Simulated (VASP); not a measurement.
# SiO2 (P6_422) in VASP: notebook, part 2 of 2

VASP 6.6.1. Earlier steps stand in the parts before.

### 4 Single point, LDA

This run uses another cell than the first one, of 13.23 Å³/atom.

Input file INCAR:

```
SYSTEM = SiO2
  ALGO = Normal
  EDIFF = 1E-7
  ENCUT = 520
  GGA = CA
  ISIF = 2
  ISMEAR = 0
  LASPH = .TRUE.
  LCHARG = .FALSE.
  LREAL = .FALSE.
  LWAVE = .FALSE.
  NBANDS = 34
  NELM = 60
  PREC = Accurate
  SIGMA = 0.02
```

Input file KPOINTS:

```
k-points
0
G
  6 6 4
  0 0 0
```

Input file POSCAR:

```
SiO2
1.0
    5.0386983975      0.0000000000      0.0000000000
   -2.5193491987      4.3636408142      0.0000000000
    0.0000000000      0.0000000000      5.4143578774
Si O
3 6
Direct
    0.0000000000      0.5000000000      0.3333333333
    0.5000000000      0.5000000000      0.6666666667
    0.5000000000      0.0000000000      0.0000000000
    0.5873778879      0.7936889440      0.8333333333
    0.7936889440      0.5873778879      0.5000000000
    0.7936889440      0.2063110560      0.1666666667
    0.4126221121      0.2063110560      0.8333333333
    0.2063110560      0.4126221121      0.5000000000
    0.2063110560      0.7936889440      0.1666666667
```

Potentials or basis: VASP PAW LDA potentials, release 64 (Si, O).

Launch:

```sh
$ cat potpaw_LDA.64/Si/POTCAR potpaw_LDA.64/O/POTCAR > POTCAR
$ mpirun -np 1 vasp_std > vasp.out
```

OUTCAR:

```text
SYSTEM = SiO2
   EDIFF = 1E-7
   ENCUT = 520
   GGA = CA
   ISIF = 2
   ISMEAR = 0
   LASPH = .TRUE.
   LREAL = .FALSE.
   NELM = 60
   PREC = Accurate

 ion  position               nearest neighbor table
   1  0.000  0.500  0.333-   6 1.60   9 1.60   8 1.60   5 1.60   3 3.10   3 3.10   2 3.10   2 3.10

   2  0.500  0.500  0.667-   4 1.60   7 1.60   5 1.60   8 1.60   3 3.10   3 3.10   1 3.10   1 3.10

   3  0.500  0.000  0.000-   4 1.60   7 1.60   6 1.60   9 1.60   2 3.10   2 3.10   1 3.10   1 3.10

   4  0.587  0.794  0.833-   3 1.60   2 1.60
   5  0.794  0.587  0.500-   1 1.60   2 1.60
   6  0.794  0.206  0.167-   1 1.60   3 1.60
   7  0.413  0.206  0.833-   3 1.60   2 1.60
   8  0.206  0.413  0.500-   1 1.60   2 1.60
   9  0.206  0.794  0.167-   1 1.60   3 1.60

  LATTYP: Found a hexagonal cell.
 ALAT       =     5.0386983975
 C/A-ratio  =     1.0745548652

  Lattice vectors:

 A1 = (   5.0386983975,   0.0000000000,   0.0000000000)
 A2 = (  -2.5193491987,   4.3636408142,   0.0000000000)
 A3 = (   0.0000000000,   0.0000000000,   5.4143578774)

[... 194 lines left out ...]
 k-point     1 :       0.0000    0.0000    0.0000
  band No.  band energies     occupation
      1     -18.8161      2.00000
      2     -17.2314      2.00000
      3     -17.2313      2.00000
      4     -16.6028      2.00000
      5     -16.5938      2.00000
      6     -16.5938      2.00000
[... 766 lines left out ...]
     33      11.8049      0.00000
     34      11.8087      0.00000

------------------------ aborting loop because EDIFF is reached ----------------------------------------

  FORCE on cell =-STRESS in cart. coord.  units (eV):
  Direction    XX          YY          ZZ          XY          YZ          ZX
  --------------------------------------------------------------------------------------
  -------------------------------------------------------------------------------------
  Total        2.3525097      2.3525097      3.5107748      0.0000000      0.0000000      0.0000000
  in kB       31.6612233     31.6612233     47.2497202      0.0000000      0.0000000      0.0000000
  external PRESSURE =      36.8573889 kB  Pullay stress =       0.0000000 kB

 VOLUME and BASIS-vectors are now :
 -----------------------------------------------------------------------------
  energy-cutoff  :      520.00
  volume of cell :      119.05
      direct lattice vectors                 reciprocal lattice vectors
     5.038698398  0.000000000  0.000000000     0.198463953  0.114583216  0.000000000
    -2.519349199  4.363640814  0.000000000     0.000000000  0.229166433  0.000000000
     0.000000000  0.000000000  5.414357877     0.000000000  0.000000000  0.184694108

 POSITION                                       TOTAL-FORCE (eV/Angst)
 -----------------------------------------------------------------------------------
     -1.25967      2.18182      1.80479        -0.000000     -0.000000     -0.000000
      1.25967      2.18182      3.60957        -0.000000     -0.000000     -0.000000
      2.51935      0.00000      0.00000        -0.000000     -0.000000     -0.000000
      0.96004      3.46337      4.51196         0.005231      0.003020     -0.000000
      2.51935      2.56311      2.70718         0.000000      0.006040     -0.000000
      3.47939      0.90027      0.90239         0.005231     -0.003020      0.000000
      1.55931      0.90027      4.51196        -0.005231     -0.003020      0.000000
     -0.00000      1.80053      2.70718        -0.000000     -0.006040     -0.000000
     -0.96004      3.46337      0.90239        -0.005231      0.003020     -0.000000
 -----------------------------------------------------------------------------------
    total drift:                                0.000000     -0.000000     -0.000001

  FREE ENERGIE OF THE ION-ELECTRON SYSTEM (eV)
  ---------------------------------------------------
  free  energy   TOTEN  =       -77.7667773196 eV

  energy  without entropy=      -77.7667773196  energy(sigma->0) =      -77.76677732
```

stdout:

```text
POSCAR found type information on POSCAR SiO
 POSCAR found :  2 types and       9 ions
 scaLAPACK will be used
 LDA part: xc-table for (Slater(with rela. corr.)+CA(PZ))
 , standard interpolation
 POSCAR, INCAR and KPOINTS ok, starting setup
 FFT: planning ... GRIDC
 FFT: planning ... GRID_SOFT
 FFT: planning ... GRID
 WAVECAR not read
 entering main loop
```

Run time: 2.3 min. Hardware: 1 thread of AMD EPYC 7R13, shared host; peak memory 0.19 GiB.

What came out:

```
Free energy            : -77.7668 eV
Pressure               : 3.7 GPa
Largest force          : 0.006 eV/Å
Band gap on the k mesh : 5.56 eV (least direct gap 5.79 eV)
```

Forces on the atoms (eV/Å):
```
Si   0.000  0.000  0.000
Si   0.000  0.000  0.000
Si   0.000  0.000  0.000
O    0.005  0.003  0.000
O    0.000  0.006  0.000
O    0.005 -0.003  0.000
O   -0.005 -0.003  0.000
O    0.000 -0.006  0.000
O   -0.005  0.003  0.000
```

Stress tensor (GPa, compression positive):
```
3.17 0.00 0.00
0.00 3.17 0.00
0.00 0.00 4.72
```

Caveat: the cell stands under pressure. A k mesh can miss the band edges.

### 5 Single point, LDA (strain along c alone, the other axes held: -1.0 %, then relaxed in part)

Input file INCAR:

```
SYSTEM = SiO2
PREC     = Accurate       ! precision mode
ENCUT    = 520            ! plane-wave cutoff, eV
EDIFF    = 1E-6           ! SCF threshold, eV
ISMEAR   = 0              ! smearing method
SIGMA    = 0.02           ! smearing width, eV
LREAL    = .False.        ! projectors in reciprocal space
LASPH    = .True.         ! aspherical terms in the spheres
NELM     = 80             ! most SCF steps
ALGO     = Normal         ! electronic algorithm
ISIF     = 2              ! what is computed and relaxed
LWAVE    = .False.        ! write WAVECAR
LCHARG   = .False.        ! write CHGCAR
NBANDS   = 34             ! bands
```

Input file KPOINTS:

```
regular mesh
0
Gamma
  6 6 4
  0 0 0
```

Input file POSCAR:

```
SiO2
1.0
    5.0386983975      0.0000000000      0.0000000000
   -2.5193491987      4.3636408142      0.0000000000
    0.0000000000      0.0000000000      5.4696064272
Si O
3 6
Direct
    0.0000000000      0.5000000000      0.3333333333
    0.5000000000      0.5000000000      0.6666666667
    0.5000000000      0.0000000000      0.0000000000
    0.5858995684      0.7929497842      0.8333333333
    0.7929497842      0.5858995684      0.5000000000
    0.7929497842      0.2070502158      0.1666666667
    0.4141004316      0.2070502158      0.8333333333
    0.2070502158      0.4141004316      0.5000000000
    0.2070502158      0.7929497842      0.1666666667
```

Launch:

```sh
$ cat potpaw_LDA.64/Si/POTCAR potpaw_LDA.64/O/POTCAR > POTCAR
$ mpirun -np 1 vasp_std > vasp.out
```

It took 2.3 min on 1 thread of AMD EPYC 7R13, shared host; peak memory 0.19 GiB.

Results (log left out):

- Free energy: -77.7963 eV
- Pressure: 2.1 GPa
- Largest force: 0.007 eV/Å
- Band gap on the k mesh: 5.53 eV (least direct gap 5.74 eV)

Forces on the atoms (eV/Å):
```
Si   0.000  0.000  0.000
Si   0.000  0.000  0.000
Si   0.000  0.000  0.000
O    0.006  0.003  0.000
O    0.000  0.007  0.000
O    0.006 -0.003  0.000
O   -0.006 -0.003  0.000
O    0.000 -0.007  0.000
O   -0.006  0.003  0.000
```

Stress tensor (GPa, compression positive):
```
1.83 0.00 0.00
0.00 1.83 0.00
0.00 0.00 2.67
```

Levels at points of the mesh, in eV from the valence-band top:
```
           k point  band 22  band 23  band 24  band 25  band 26  band 27
(0.00, 0.00, 0.00)    -0.50    -0.50    -0.21     5.53     8.77     8.77
(0.50, 0.00, 0.00)    -1.02    -0.35     0.00     7.56     8.43     9.45
(0.00, 0.00, 0.50)    -0.27    -0.01    -0.01     7.38     7.38     8.24
(0.50, 0.00, 0.50)    -0.74    -0.69    -0.38     8.64     9.03     9.14
```

Caveat: the cell differs from its parent crystal (strain along c alone, the other axes held: -1.0 %, then relaxed in part). A k mesh can miss the band edges.

### 6 Single point, LDA

This run uses another cell than the first one, of 13.50 Å³/atom.

Input file INCAR:

```
SYSTEM = SiO2
PREC = Accurate
ENCUT = 520
EDIFF = 1E-7
ISMEAR = 0
SIGMA = 0.02
LREAL = .False.
LASPH = .True.
NELM = 60
ALGO = Normal
ISIF = 2
LWAVE = .False.
LCHARG = .False.
GGA = CA
NBANDS = 34
```

Input file KPOINTS:

```
Automatic mesh
0
Gamma
  6 6 4
  0 0 0
```

Input file POSCAR:

```
SiO2
1.0
    5.0386983975      0.0000000000      0.0000000000
   -2.5193491987      4.3636408142      0.0000000000
    0.0000000000      0.0000000000      5.5248549769
Si O
3 6
Direct
    0.0000000000      0.5000000000      0.3333333333
    0.5000000000      0.5000000000      0.6666666667
    0.5000000000      0.0000000000      0.0000000000
    0.5843949018      0.7921974509      0.8333333333
    0.7921974509      0.5843949018      0.5000000000
    0.7921974509      0.2078025491      0.1666666667
    0.4156050982      0.2078025491      0.8333333333
    0.2078025491      0.4156050982      0.5000000000
    0.2078025491      0.7921974509      0.1666666667
```

Potentials or basis: VASP PAW LDA potentials, release 64 (Si, O).

Launch:

```sh
$ cat potpaw_LDA.64/Si/POTCAR potpaw_LDA.64/O/POTCAR > POTCAR
$ mpirun -np 1 vasp_std > vasp.out
```

OUTCAR:

```text
SYSTEM = SiO2
   PREC = Accurate
   ENCUT = 520
   EDIFF = 1E-7
   ISMEAR = 0
   LREAL = .False.
   LASPH = .True.
   NELM = 60
   ISIF = 2
   GGA = CA

 ion  position               nearest neighbor table
   1  0.000  0.500  0.333-   6 1.60   9 1.60   8 1.60   5 1.60   3 3.12   3 3.12   2 3.12   2 3.12

   2  0.500  0.500  0.667-   4 1.60   7 1.60   5 1.60   8 1.60   3 3.12   3 3.12   1 3.12   1 3.12

   3  0.500  0.000  0.000-   4 1.60   7 1.60   6 1.60   9 1.60   2 3.12   2 3.12   1 3.12   1 3.12

   4  0.584  0.792  0.833-   2 1.60   3 1.60
   5  0.792  0.584  0.500-   1 1.60   2 1.60
   6  0.792  0.208  0.167-   1 1.60   3 1.60
[... 993 lines left out ...]
  external PRESSURE =       5.9112610 kB  Pullay stress =       0.0000000 kB

 VOLUME and BASIS-vectors are now :
 -----------------------------------------------------------------------------
  energy-cutoff  :      520.00
  volume of cell :      121.48
      direct lattice vectors                 reciprocal lattice vectors
     5.038698398  0.000000000  0.000000000     0.198463953  0.114583216  0.000000000
    -2.519349199  4.363640814  0.000000000     0.000000000  0.229166433  0.000000000
     0.000000000  0.000000000  5.524854977     0.000000000  0.000000000  0.181000226

 POSITION                                       TOTAL-FORCE (eV/Angst)
 -----------------------------------------------------------------------------------
     -1.25967      2.18182      1.84162        -0.000000     -0.000000      0.000000
      1.25967      2.18182      3.68324        -0.000000      0.000000      0.000000
      2.51935      0.00000      0.00000        -0.000000     -0.000000      0.000000
      0.94877      3.45687      4.60405         0.006442      0.003719     -0.000000
      2.51935      2.55009      2.76243         0.000000      0.007439      0.000000
      3.46812      0.90678      0.92081         0.006442     -0.003719     -0.000000
      1.57058      0.90678      4.60405        -0.006442     -0.003719      0.000000
      0.00000      1.81355      2.76243        -0.000000     -0.007439      0.000000
     -0.94877      3.45687      0.92081        -0.006442      0.003719      0.000000
 -----------------------------------------------------------------------------------
    total drift:                                0.000000     -0.000000     -0.000001

  FREE ENERGIE OF THE ION-ELECTRON SYSTEM (eV)
  ---------------------------------------------------
  free  energy   TOTEN  =       -77.8102208856 eV

  energy  without entropy=      -77.8102208856  energy(sigma->0) =      -77.81022089
```

stdout:

```text
POSCAR found type information on POSCAR SiO
 POSCAR found :  2 types and       9 ions
 scaLAPACK will be used
 LDA part: xc-table for (Slater(with rela. corr.)+CA(PZ))
 , standard interpolation
 POSCAR, INCAR and KPOINTS ok, starting setup
 FFT: planning ... GRIDC
 FFT: planning ... GRID_SOFT
 FFT: planning ... GRID
 WAVECAR not read
 entering main loop
```

It took 2.2 min on 1 thread of AMD EPYC 7R13, shared host; peak memory 0.19 GiB.

Results:

```yaml
Free_energy: -77.8102 eV
Pressure: 0.6 GPa
Largest_force: 0.007 eV/Å
Band_gap_on_the_k_mesh: 5.49 eV (least direct gap 5.68 eV)
```

Forces in eV/Å, atoms in the order of the input:
```
Si   0.000  0.000  0.000
Si   0.000  0.000  0.000
Si   0.000  0.000  0.000
O    0.006  0.004  0.000
O    0.000  0.007  0.000
O    0.006 -0.004  0.000
O   -0.006 -0.004  0.000
O    0.000 -0.007  0.000
O   -0.006  0.004  0.000
```

Levels at points of the mesh, in eV from the valence-band top:
```tsv
k point	band 21	band 22	band 23	band 24	band 25	band 26	band 27	band 28
(0.00, 0.00, 0.00)	-1.02	-0.49	-0.49	-0.19	5.49	8.73	8.73	9.02
(0.50, 0.00, 0.00)	-1.20	-1.02	-0.36	0.00	7.54	8.39	9.40	9.46
(0.00, 0.00, 0.50)	-1.21	-0.29	0.00	0.00	7.32	7.32	8.19	9.62
(0.50, 0.00, 0.50)	-0.95	-0.75	-0.71	-0.35	8.58	8.98	9.02	9.15
```

A k mesh can miss the band edges.

### 7 Overview

| task | cell | gap on the mesh (eV) | pressure (GPa) | largest force (eV/Å) |
| --- | --- | --- | --- | --- |
| relaxation of the atoms | atoms relaxed from a = 5.039, b = 5.039, c = 5.470 Å, angles 90.0, 90.0, 120.0°, 9 atoms, atomic positions A | 5.53 | 2.0 | 0.01 |
| single point | a = 5.039, b = 5.039, c = 5.414 Å, angles 90.0, 90.0, 120.0°, 9 atoms, atomic positions B | 5.56 | 3.7 | 0.01 |
| single point | a = 5.039, b = 5.039, c = 5.470 Å, angles 90.0, 90.0, 120.0°, 9 atoms, atomic positions C | 5.53 | 2.1 | 0.01 |
| single point | a = 5.039, b = 5.039, c = 5.525 Å, angles 90.0, 90.0, 120.0°, 9 atoms, atomic positions A | 5.49 | 0.6 | 0.01 |

Alike in all rows: level LDA; potentials or basis VASP PAW LDA potentials, release 64 (Si, O); no spin polarisation; k mesh 6 × 6 × 4; cutoff (eV) 520; smearing gaussian 0.02 eV.

Caveats: the cell stands under pressure (at least some runs).

Absolute energies hang on the potentials; compare differences alone.
